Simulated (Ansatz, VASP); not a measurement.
# Na2F: VASP beside Ansatz

```
Na F
1.0
     3.36157   -0.00453    0.01153
    -1.68470    2.90176   -0.01909
     0.03828   -0.05358   11.67700
Na F
4 2
Cartesian
  1.6822 0.9856 1.3608
  1.6867 0.9232 7.1982
  0.0139 1.8847 4.4699
  0.0461 1.8934 10.3092
  -1.6717 2.8570 5.8196
  0.0076 0.0185 0.0007
```

Change from the starting cell: cell x2, atoms moved at random (sigma 0.15 Å) and cell strained at random (1.5 %), then relaxed without symmetry.

Alike in both runs: functional PBE; dispersion D3(BJ); k mesh 6 × 6 × 2; occupations gaussian, width 0.2 eV; no spin polarisation.

Ansatz relaxed the structure, and its values are those at the end. VASP's run is a single point on that final structure, the one shown.

|  | VASP | Ansatz |
| --- | --- | --- |
| version | VASP 6.6.1 | Ansatz 0.2.0 |
| potentials or method | VASP PAW PBE potentials, release 64 (Na_pv, F), cutoff 520 eV | scalar-relativistic, plane waves, PAW |
| valence electrons in the cell | 42 | 50 |

```tsv
	VASP	Ansatz	Ansatz less VASP
gap on the k mesh at the Fermi level (eV)	none	none	-
pressure (GPa)	-0.1	0.0	+0.06
```

A gap of «none» marks a metal or a gap that the smearing closes. VASP's potentials hold 42 valence electrons a cell and Ansatz's 50, so a difference there can come from the potentials and not from the codes.

The k mesh is coarse, so the values compare programs but aren't converged.
